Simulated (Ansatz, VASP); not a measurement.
**One calculation of TaBi3O7, two programs**

```
Ta Bi O
1.0
     3.52973   -1.86581   -0.02502
     3.52973    1.86581   -0.02502
    -2.46459    0.00000   12.77867
Ta Bi O
1 3 7
Direct
  0.55389 0.55389 0.50646
  0.99308 0.99308 0.01507
  0.27771 0.27771 0.73762
  0.73811 0.73811 0.27790
  0.53367 0.53367 0.65791
  0.81515 0.81515 0.47039
  0.92606 0.92606 0.82579
  0.06148 0.06148 0.19823
  0.15964 0.15964 0.54520
  0.45827 0.45827 0.35501
  0.66975 0.66975 0.02306
```

Alike in both runs: functional PBE; k mesh 8 × 8 × 2; occupations gaussian, width 0.02 eV; no spin polarisation.

Ansatz relaxed the structure, and its values are those at the end. VASP's run is a single point on that final structure, the one shown.

|  | VASP | Ansatz |
| --- | --- | --- |
| version | VASP 6.6.1 | Ansatz 0.2.0 |
| potentials or method | VASP PAW PBE potentials, release 64 (Ta_pv, Bi_d, O), cutoff 520 eV | scalar-relativistic, plane waves, PAW |
| valence electrons in the cell | 98 | 100 |

|  | VASP | Ansatz | Ansatz less VASP |
| --- | --- | --- | --- |
| gap on the k mesh at the Fermi level (eV) | 1.91 | 1.91 | 0.000 |
| least direct gap on the mesh (eV) | 2.47 | 2.46 | -0.003 |
| pressure (GPa) | 0.2 | 0.0 | -0.25 |
| rms of the force components (eV/Å) | 0.031 | 0.001 | -0.0294 |

With one functional, cell and mesh, what is left measures potentials, basis and numerics. VASP's potentials hold 98 valence electrons a cell and Ansatz's 100, so a difference there can come from the potentials and not from the codes.

Neither program's run includes spin-orbit coupling.
